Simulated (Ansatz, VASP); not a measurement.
## CoSi2 in VASP and in Ansatz

INCAR

```
PREC     = Accurate       # precision mode
ENCUT    = 600            # plane-wave cutoff, eV
EDIFF    = 1E-6           # SCF threshold, eV
ISMEAR   = -1             # smearing method
SIGMA    = 0.05           # smearing width, eV
LREAL    = F              # projectors in reciprocal space
LASPH    = T              # aspherical terms in the spheres
NELM     = 200            # most SCF steps
ALGO     = Normal         # electronic algorithm
ISIF     = 2              # what is computed and relaxed
LWAVE    = F              # write WAVECAR
LCHARG   = F              # write CHGCAR
ISPIN    = 2              # spin polarisation
MAGMOM   = 1.5 0 0        # initial moments
LORBIT   = 11             # projections on sites
NUPDOWN  = 1.5            # fixed moment
LMAXMIX  = 4              # l up to which the mixer works
GGA      = PE             # functional
NBANDS   = 24             # bands
GGA_COMPAT= F
```

File KPOINTS:

```
Automatic mesh
0
Gamma
  7 7 7
```

File POSCAR:

```
CoSi2
1.0
    0.0000000000      2.6780000000      2.6780000000
    2.6780000000      0.0000000000      2.6780000000
    2.6780000000      2.6780000000      0.0000000000
Co Si
1 2
Direct
    0.0000000000      0.0000000000      0.0000000000
    0.7500000000      0.7500000000      0.7500000000
    0.2500000000      0.2500000000      0.2500000000
```

input.yaml

```yaml
crystal:
  lattice:
    - [0.0, 2.678, 2.678]
    - [2.678, 0.0, 2.678]
    - [2.678, 2.678, 0.0]
  atoms:
    - { symbol: Co, position: [0.0, 0.0, 0.0], spin: 1.5 }
    - { symbol: Si, position: [0.75, 0.75, 0.75] }
    - { symbol: Si, position: [0.25, 0.25, 0.25] }
hamiltonian:
  xc: pbe
  pseudopotentials: { kind: paw }
magnetization:
  spin_polarized: true
  initial_magnetization: 1.5
  spin_locking: { lock_magnetization: hard }
kpoints:
  mp_grid: { grid: [7, 7, 7] }
scf:
  occupations: { method: fermi_dirac, width: 0.05 }
  lower_state_search: "off"
output:
  forces: true
  stress: true
  eigenvalues: true
```

Alike in both runs: task single point; functional PBE; k mesh 7 × 7 × 7; occupations fermi-dirac, width 0.05 eV; collinear spin; fixed moment 1.5 μB.

|  | VASP | Ansatz |
| --- | --- | --- |
| version | VASP 6.6.1 | Ansatz 0.2.0 |
| potentials or method | VASP PAW PBE potentials, release 64 (Co_sv, Si) | Ansatz PAW |
| plane-wave cutoff (eV) | 600 | 420 |
| valence electrons in the cell | 25 | 25 |

Ansatz gave:

```
pressure (GPa)                                                : 10.0
net moment per atom (μB)                                      : 0.50
size of the moment on the site where the two differ most (μB) : 0.87
```

Q: Estimate VASP's values.

A: Pressure (GPa): 8.9; net moment per atom (μB): 0.50; size of the moment on the site where the two differ most (μB): 0.84.

Site moments also hang on the region over which each program counts them. The functional is the same, so the differences come from potentials, cutoffs and numerics.
